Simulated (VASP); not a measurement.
Crystal: ScBSbP3.

```
Sc B Sb P
1.0
     4.94095    0.00000    0.00000
     0.00000    4.94095    0.00000
     0.00000    0.00000    5.42179
Sc B Sb P
1 1 1 3
Direct
  0.00000 0.00000 0.50000
  0.50000 0.50000 0.00000
  0.00000 0.00000 0.00000
  0.50000 0.00000 0.50000
  0.00000 0.50000 0.50000
  0.50000 0.50000 0.50000
```

The cell was generated, and may not be a known phase.

| Quantity | Value |
| --- | --- |
| Program | VASP 6.6.1 |
| Task | relaxation of cell and atoms |
| Functional | PBE |
| Potentials or basis | VASP PAW PBE potentials, release 64 (Sc_sv, B, Sb, P) |
| Cutoff | 600 eV |
| k mesh | 8 × 8 × 8 |
| Occupations | gaussian, width 0.1 eV |
| Spin | no spin polarisation |

At the start: pressure 0.5 GPa; volume 22.06 Å³/atom.

Problem. Where does the relaxation end?

Solution. Over 4 steps the energy falls by 3.6 meV/atom and the volume is 22.11 Å³/atom (+0.2 %); space group P4/mmm (No. 123, to 0.1 Å) before and after.

The path:
| step | energy change (eV) | largest force (eV/Å) | pressure (GPa) | volume (Å³) |
| --- | --- | --- | --- | --- |
| 1 | 0.0000 | 0.0000 | 0.48 | 132.36 |
| 2 | -0.0196 | 0.0000 | -0.35 | 133.60 |
| 3 | -0.0198 | 0.0000 | -0.43 | 133.72 |
| 4 | -0.0215 | 0.0000 | -0.03 | 132.68 |

Final structure:
```
Sc B Sb P
1.0
     4.98690    0.00000    0.00000
     0.00000    4.98690    0.00000
     0.00000    0.00000    5.33507
Sc B Sb P
1 1 1 3
Direct
  0.00000 0.00000 0.50000
  0.50000 0.50000 0.00000
  0.00000 0.00000 0.00000
  0.50000 0.00000 0.50000
  0.00000 0.50000 0.50000
  0.50000 0.50000 0.50000
```
